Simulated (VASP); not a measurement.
# Cd (P6/mmm) in VASP: single point with PBE

Aim: the single point of Cd with PBE.

Program: VASP 6.6.1. These are calculated values, not measurements. Logs are shortened: lines on timing, memory, paths and dates and some standing lists are left out, and cuts for length are marked.

## 1. The cell of the first run

It takes space group P6/mmm (No. 191, hexagonal). Conventional cell: a = 2.378 Å, b = 2.378 Å, c = 2.321 Å, α = 90.00°, β = 90.00°, γ = 120.00°. Cd (site symmetry 6/mmm) has 8 Cd at 2.32 to 2.38 Å within 3.1 Å.

This isn't the form of Cd at room conditions, which is hcp.

## 2. Single point, PBE (11.36 Å³/atom)

File POSCAR:

```
Cd
1.0
    2.3777440192      0.0000000000      0.0000000000
   -1.1888720096      2.0591867243      0.0000000000
    0.0000000000      0.0000000000      2.3207244168
Cd
1
Direct
    0.0000000000      0.0000000000      0.0000000000
```

File INCAR.step1:

```
SYSTEM = Cd
PREC     = Accurate       ! precision mode
ENCUT    = 470            ! plane-wave cutoff, eV
EDIFF    = 1E-6           ! SCF threshold, eV
ISMEAR   = -1             ! smearing method
SIGMA    = 0.1            ! smearing width, eV
LREAL    = .FALSE.        ! projectors in reciprocal space
LASPH    = .TRUE.         ! aspherical terms in the spheres
NELM     = 120            ! most SCF steps
ALGO     = Normal         ! electronic algorithm
ISIF     = 2              ! what is computed and relaxed
LWAVE    = .FALSE.        ! write WAVECAR
LCHARG   = .TRUE.         ! write CHGCAR
GGA      = PE             ! functional
NBANDS   = 16             ! bands
GGA_COMPAT= .FALSE.      
NEDOS    = 2001           ! points of the DOS
LORBIT   = 11             ! projections on sites
```

File KPOINTS.step1:

```
Automatic mesh
0
G
  14 14 13
  0 0 0
```

File INCAR.step2:

```
SYSTEM = Cd
PREC     = Accurate       ! precision mode
ENCUT    = 470            ! plane-wave cutoff, eV
EDIFF    = 1E-6           ! SCF threshold, eV
ISMEAR   = -5             ! smearing method
SIGMA    = 0.1            ! smearing width, eV
LREAL    = .FALSE.        ! projectors in reciprocal space
LASPH    = .TRUE.         ! aspherical terms in the spheres
NELM     = 120            ! most SCF steps
ALGO     = Normal         ! electronic algorithm
ISIF     = 2              ! what is computed and relaxed
LWAVE    = .FALSE.        ! write WAVECAR
LCHARG   = .FALSE.        ! write CHGCAR
GGA      = PE             ! functional
LORBIT   = 11             ! projections on sites
NEDOS    = 2001           ! points of the DOS
ICHARG   = 11             ! starting density
GGA_COMPAT= .FALSE.
```

File KPOINTS.step2:

```
Automatic mesh
0
G
  21 21 20
  0 0 0
```

Potentials or basis: VASP PAW PBE potentials, release 64 (Cd_sv_GW).

Command:

```sh
> cat potpaw_PBE.64/Cd_sv_GW/POTCAR > POTCAR
> cp INCAR.step1 INCAR
> cp KPOINTS.step1 KPOINTS
> mpirun -np 1 vasp_std > vasp.out
> cp INCAR.step2 INCAR
> cp KPOINTS.step2 KPOINTS
> mpirun -np 1 vasp_std > vasp.out
```

OUTCAR:

```text
SYSTEM = Cd
   PREC = Accurate
   ENCUT = 470
   EDIFF = 1E-6
   ISMEAR = -5
   LREAL = .FALSE.
   LASPH = .TRUE.
   NELM = 120
   ISIF = 2
   GGA = PE
   LORBIT = 11
   ICHARG = 11

 ion  position               nearest neighbor table
   1  0.000  0.000  0.000-

  LATTYP: Found a hexagonal cell.
 ALAT       =     2.3777440192
 C/A-ratio  =     0.9760194529

  Lattice vectors:

 A1 = (   2.3777440192,   0.0000000000,   0.0000000000)
 A2 = (  -1.1888720096,   2.0591867243,   0.0000000000)
 A3 = (   0.0000000000,   0.0000000000,   2.3207244168)

Analysis of symmetry for initial positions (statically):
=====================================================================
 Subroutine PRICEL returns:
 Original cell was already a primitive cell.

 Routine SETGRP: Setting up the symmetry group for a
 hexagonal supercell.

 Subroutine GETGRP returns: Found 24 space group operations
 (whereof 24 operations were pure point group operations)
 out of a pool of 24 trial point group operations.

The static configuration has the point symmetry D_6h.

Analysis of symmetry for dynamics (positions and initial velocities):
=====================================================================
 Subroutine PRICEL returns:
 Original cell was already a primitive cell.

 Routine SETGRP: Setting up the symmetry group for a
 hexagonal supercell.

 Subroutine GETGRP returns: Found 24 space group operations
 (whereof 24 operations were pure point group operations)
 out of a pool of 24 trial point group operations.

The dynamic configuration has the point symmetry D_6h.

 Subroutine INISYM returns: Found 24 space group operations
 (whereof 24 operations are pure point group operations),
 and found     1 'primitive' translations

----------------------------------------------------------------------------------------

                                     Primitive cell

  volume of cell :      11.3628

  direct lattice vectors                    reciprocal lattice vectors
     2.377744019  0.000000000  0.000000000     0.420566719  0.242814308  0.000000000
    -1.188872010  2.059186724  0.000000000     0.000000000  0.485628616  0.000000000
     0.000000000  0.000000000  2.320724417     0.000000000  0.000000000  0.430899935

  length of vectors
     2.377744019  2.377744019  2.320724417     0.485628616  0.485628616  0.430899935

  position of ions in fractional coordinates (direct lattice)
     0.000000000  0.000000000  0.000000000

  ion indices of the primitive-cell ions
   primitive index   ion index
                 1           1

----------------------------------------------------------------------------------------

 KPOINTS: Automatic mesh

Automatic generation of k-mesh.
 Grid dimensions read from file:
 generate k-points for:   21   21   20

 Generating k-lattice:

  Cartesian coordinates                     Fractional coordinates (reciprocal lattice)
     0.020026987  0.011562586  0.000000000     0.047619048 -0.000000000  0.000000000
     0.000000000  0.023125172  0.000000000     0.000000000  0.047619048  0.000000000
     0.000000000  0.000000000  0.021544997     0.000000000  0.000000000  0.050000000

  Length of vectors
     0.023125172  0.023125172  0.021544997

  Shift w.r.t. Gamma in fractional coordinates (k-lattice)
     0.000000000  0.000000000  0.000000000

 TETIRR: Found   8960 inequivalent tetrahedra from    52920

 Subroutine IBZKPT returns following result:
 ===========================================

 Found    528 irreducible k-points:

 Following reciprocal coordinates:
            Coordinates               Weight
  0.000000  0.000000  0.000000      1.000000
  0.047619  0.000000  0.000000      6.000000
  0.095238 -0.000000  0.000000      6.000000
  0.142857  0.000000  0.000000      6.000000
  0.190476 -0.000000  0.000000      6.000000
  0.238095 -0.000000  0.000000      6.000000
[... 16 lines left out ...]
  0.142857  0.095238  0.000000     12.000000
  0.190476  0.095238  0.000000     12.000000
 [... further k-points ...]
   k-points           NKPTS =    528   k-points in BZ     NKDIM =    528   number of bands    NBANDS=     14
   number of dos      NEDOS =   2001   number of ions     NIONS =      1
   total plane-waves  NPLWV =   5184
   dimension x,y,z NGX =    18 NGY =   18 NGZ =   16
   dimension x,y,z NGXF=    36 NGYF=   36 NGZF=   32
   ions per type =               1
   NGX,Y,Z   is equivalent  to a cutoff of  12.59, 12.59, 11.46 a.u.
   NGXF,Y,Z  is equivalent  to a cutoff of  25.17, 25.17, 22.92 a.u.
 SYSTEM =  Cd
   PREC   = accura    normal or accurate (medium, high low for compatibility)
   ISTART =      0    job   : 0-new  1-cont  2-samecut
   ICHARG =     11    charge: 1-file 2-atom 10-const
   ISPIN  =      1    spin polarized calculation?
   LNONCOLLINEAR =      F non collinear calculations
   LSORBIT =      F    spin-orbit coupling
   LASPH  =      T    aspherical Exc in radial PAW
   ENCUT  =  470.0 eV  34.54 Ry    5.88 a.u.   4.20  4.20  4.10*2*pi/ulx,y,z
   NELM   =    120;   NELMIN=  2; NELMDL=  0     # of ELM steps
   EDIFF  = 0.1E-05   stopping-criterion for ELM
   LREAL  =      F    real-space projection
   EDIFFG = 0.1E-04   stopping-criterion for IOM
   NSW    =      0    number of steps for IOM
   IBRION =     -1    ionic relax: 0-MD 1-quasi-New 2-CG
   NFREE  =      0    steps in history (QN), initial steepest desc. (CG)
   ISIF   =      2    stress and relaxation
   ISYM   =      2    0-nonsym 1-usesym 2-fastsym
   POTIM  = 0.5000    time-step for ionic-motion
   TEBEG  =    0.0;   TEEND  =   0.0 temperature during run
   PSTRESS=    0.0 pullay stress
   NELECT =      20.0000    total number of electrons
   NUPDOWN=      -1.0000    fix difference up-down
   EMIN   =  10.00;   EMAX   =-10.00  energy-range for DOS
   EFERMI =   0.00;   METHOD = LEGACY
   ISMEAR =    -5;   SIGMA  =   0.10  broadening in eV -4-tet -1-fermi 0-gaus
   EFERMI_NEDOS =   21; number of points for ismear=-14 and -15
   IALGO  =     38    algorithm
   IMIX   =      4    mixing-type and parameters
     AMIX     =   0.40;   BMIX     =  1.00
     AMIX_MAG =   1.60;   BMIX_MAG =  1.00
  volume/ion in A,a.u.               =      11.36        76.68
  Fermi-wavevector in a.u.,A,eV,Ry     =   1.976621  3.735272 53.158368  3.907030
  Thomas-Fermi vector in A             =   2.997889
   LORBIT       =     11    0 simple, 1 ext, 2 COOP (PROOUT), +10 PAW based schemes
   GGA     = PE    functional components
   LHFCALC =     F    Hartree Fock is set to
   AEXX    =    0.0000 exact exchange contribution
   IVDW    =     0    specifies the selected vdW correction
   LEPSILON=     F    determine dielectric tensor
   LRPA    =     F    only Hartree local field effects (RPA)
 non-spin polarized calculation
 Fermi weights with tetrahedron method with Bloechl corrections
  energy-cutoff  :      470.00
  volume of cell :       11.36
 maximum number of plane-waves:       272
 NGX is ok and might be reduce to    18

 number of electron      20.0000000 magnetization

 Free energy of the ion-electron system (eV)
  ---------------------------------------------------
  ext. energy  EPLUGINS =         0.00000000
  ---------------------------------------------------
  free energy    TOTEN  =         4.00678350 eV

  energy without entropy =        4.00678350  energy(sigma->0) =        4.00678350

 E-fermi :  17.5011     XC(G=0): -15.3393

 val. band max:       17.7720917051   @ k =   0.3333   0.3333   0.1000
 cond. band min:      17.1937709009   @ k =   0.2857   0.1429   0.5000
 fundamental gap:     -0.5783208042
 Fermi energy:        17.5010815313

 k-point     1 :       0.0000    0.0000    0.0000
  band No.  band energies     occupation
      1     -89.2461      2.00000
      2     -50.0122      2.00000
      3     -49.9441      2.00000
      4     -49.9441      2.00000
      5       0.9158      2.00000
      6       1.4053      2.00000
      7       3.7343      2.00000
      8       3.7343      2.00000
      9       7.0059      2.00000
     10       7.0059      2.00000
     11      29.0518      0.00000
     12      29.9647      0.00000
     13      37.4769      0.00000
     14      37.4780      0.00000

 k-point     2 :       0.0476    0.0000    0.0000
  band No.  band energies     occupation
      1     -89.2436      2.00000
      2     -50.0104      2.00000
      3     -49.9601      2.00000
      4     -49.9480      2.00000
      5       0.9921      2.00000
      6       1.4645      2.00000
      7       3.6874      2.00000
      8       3.8034      2.00000
      9       6.9488      2.00000
     10       6.9953      2.00000
     11      29.2173      0.00000
     12      30.0422      0.00000
     13      36.5349      0.00000
     14      37.0691      0.00000

 k-point     3 :       0.0952   -0.0000    0.0000
  band No.  band energies     occupation
      1     -89.2364      2.00000
      2     -50.0085      2.00000
      3     -50.0052      2.00000
      4     -49.9591      2.00000
      5       1.1702      2.00000
      6       1.6738      2.00000
      7       3.5681      2.00000
      8       4.0082      2.00000
      9       6.7855      2.00000
     10       6.9645      2.00000
     11      29.7030      0.00000
     12      30.1697      0.00000
     13      35.0127      0.00000
     14      36.0832      0.00000
[... 324 lines left out ...]
 k-point    23 :       0.1429    0.0952    0.0000
  band No.  band energies     occupation
      1     -89.2061      2.00000
      2     -50.2091      2.00000
      3     -50.0184      2.00000
      4     -49.9830      2.00000
      5       1.6133      2.00000
      6       2.6558      2.00000
      7       3.2203      2.00000
      8       5.2866      2.00000
      9       6.1479      2.00000
     10       6.8002      2.00000
     11      28.7922      0.00000
     12      30.5918      0.00000
     13      31.9257      0.00000
     14      35.8115      0.00000

 k-point    24 :       0.1905    0.0952    0.0000
  band No.  band energies     occupation
      1     -89.1913      2.00000
      2     -50.3054      2.00000
      3     -50.0495      2.00000
      4     -49.9725      2.00000
      5       1.7680      2.00000
      6       2.4988      2.00000
      7       3.8041      2.00000
      8       5.8605      2.00000
      9       6.0837      2.00000
     10       6.7159      2.00000
     11      26.9410      0.00000
     12      29.5902      0.00000
     13      33.1090      0.00000
     14      35.4354      0.00000

 [... further k-points ...]

------------------------ aborting loop because EDIFF is reached ----------------------------------------

  FORCE on cell =-STRESS in cart. coord.  units (eV):
  Direction    XX          YY          ZZ          XY          YZ          ZX
  --------------------------------------------------------------------------------------
  -------------------------------------------------------------------------------------
  Total       17.1539307     17.1539307     17.3412346      0.0000000     -0.0000000      0.0000000
  in kB     2418.7436099   2418.7436099   2445.1538810      0.0000000     -0.0000000      0.0000000
  external PRESSURE =    2427.5470336 kB  Pullay stress =       0.0000000 kB

 VOLUME and BASIS-vectors are now :
 -----------------------------------------------------------------------------
  energy-cutoff  :      470.00
  volume of cell :       11.36
      direct lattice vectors                 reciprocal lattice vectors
     2.377744019  0.000000000  0.000000000     0.420566719  0.242814308  0.000000000
    -1.188872010  2.059186724  0.000000000     0.000000000  0.485628616  0.000000000
     0.000000000  0.000000000  2.320724417     0.000000000  0.000000000  0.430899935

 POSITION                                       TOTAL-FORCE (eV/Angst)
 -----------------------------------------------------------------------------------
      0.00000      0.00000      0.00000         0.000000      0.000000      0.000000
 -----------------------------------------------------------------------------------
    total drift:                               -0.000000      0.000000      0.000000

  FREE ENERGIE OF THE ION-ELECTRON SYSTEM (eV)
  ---------------------------------------------------
  free  energy   TOTEN  =         4.0067835049 eV

  energy  without entropy=        4.0067835049  energy(sigma->0) =        4.00678350

 total charge

# of ion       s       p       d       f       tot
--------------------------------------------------
    1        2.472   6.695   9.159   0.035  18.361
```

Wall time 42 s (1 thread of AMD EPYC 9R45 (Zen 5), shared host); peak memory 0.18 GiB.

Results:

- Valence electrons inside the program's atomic spheres: Cd 18.36
